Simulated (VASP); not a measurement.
Runs of VASP 6.6.1 on CaCu2S2. The structure is that of space group P-3m1 (No. 164), or close to it. The cells are those of the table. 

| task | spin | cell | k mesh | cutoff (eV) | smearing | gap on the mesh (eV) | pressure (GPa) | largest force (eV/Å) |
| --- | --- | --- | --- | --- | --- | --- | --- | --- |
| relaxation of cell and atoms | off | relaxed from a = 3.940, b = 3.940, c = 6.523 Å, angles 90.0, 90.0, 120.0°, 5 atoms | 6 × 6 × 4 | 600 | gaussian 0.1 eV | 1.18 | 0.0 | 0.04 |
| single point | collinear, ferromagnetic start | a = 3.940, b = 3.940, c = 6.523 Å, angles 90.0, 90.0, 120.0°, 5 atoms | 6 × 6 × 4 | 520 | gaussian 0.1 eV | 1.00 | -4.6 | (a) |
| single point | off | a = 3.850, b = 3.850, c = 6.433 Å, angles 90.0, 90.0, 120.0°, 5 atoms | 12 × 12 × 4 | 520 | gaussian 0.02 eV | 1.20 | 0.5 | 0.01 |
| single point | off | a = 3.851, b = 3.851, c = 6.429 Å, angles 90.0, 90.0, 120.0°, 5 atoms | 6 × 6 × 4 | 520 | gaussian 0.1 eV | 1.20 | 0.5 | 0.01 |

Alike in all rows: level PBEsol; potentials or basis VASP PAW PBE potentials, release 64 (Ca_sv, Cu, S).

Question: Fill in the values left out.

Answer: (a) 0.45.

Caveats: the PAW data sets were made with another functional, which shifts forces and pressure a little.

A k mesh can miss the band edges.
